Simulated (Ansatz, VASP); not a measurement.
# One calculation of In, two programs

```xyz
3
Lattice="1.6863 0.9736 8.2075 -1.6863 0.9736 8.2075 0.0000 -1.9472 8.2075" Properties=species:S:1:pos:R:3 pbc="T T T"
In    0.0000    0.0000    0.0000
In    0.0000    0.0000   19.1565
In    0.0000    0.0000    5.4659
```

Change from the starting cell: equal xx and yy strain of +1 %, crystal datasets.

Alike in both runs: task electric field gradients; functional PBEsol; k mesh 14 × 14 × 14; occupations fermi-dirac, width 0.05 eV; no spin polarisation.

```csv
,VASP,Ansatz
version,VASP 6.6.1,Ansatz 0.2.0
potentials or method,"VASP PAW PBE potentials, release 64 (In_d), cutoff 520 eV","all-electron PAW with datasets made for the crystal, scalar-relativistic"
```

```csv
,VASP,Ansatz,Ansatz less VASP
pressure (GPa),-1.9,-1.9,+0.04
"traceless stress, the component that is largest in VASP (GPa)",0.18,0.17,-0.001
rms of the force components (eV/Å),0.004,0.003,-0.0002
size of Vzz on the site where it differs most (V/Å²),7.0,7.3,+0.30
```

VASP's potentials were made for PBE, not for PBEsol. Atom by atom the forces differ by 0.000 eV/Å (rms over components). Ansatz ran all-electron here, and VASP with PAW potentials.
